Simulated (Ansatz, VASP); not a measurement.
N in VASP and in Ansatz

```
N
1.0
    12.00000    0.00000    0.00000
     0.00000   12.20000    0.00000
     0.00000    0.00000   12.40000
N
2
Direct
  0.50000 0.50000 0.45573
  0.50000 0.50000 0.54427
```

Alike in both runs: task relaxation of the atoms; functional LDA; k mesh 1 × 1 × 1; occupations gaussian, width 0.01 eV; no spin polarisation.

|  | VASP | Ansatz |
| --- | --- | --- |
| version | VASP 6.6.1 | Ansatz 0.2.0 |
| potentials or method | VASP PAW LDA potentials, release 64 (N), cutoff 520 eV | scalar-relativistic, plane waves, PAW |
| valence electrons in the cell | 10 | 10 |

|  | VASP | Ansatz | Ansatz less VASP |
| --- | --- | --- | --- |
| gap on the k mesh at the Fermi level, each at its own relaxed structure (eV) | 8.09 | 8.25 | +0.166 |

LDA's correlation is that of Perdew and Zunger in VASP and of Perdew and Wang (1992) in Ansatz. Ansatz's warnings: stress scf threshold loose.

Noted on VASP's run: the standard files for N, O and F lose accuracy on very short bonds.
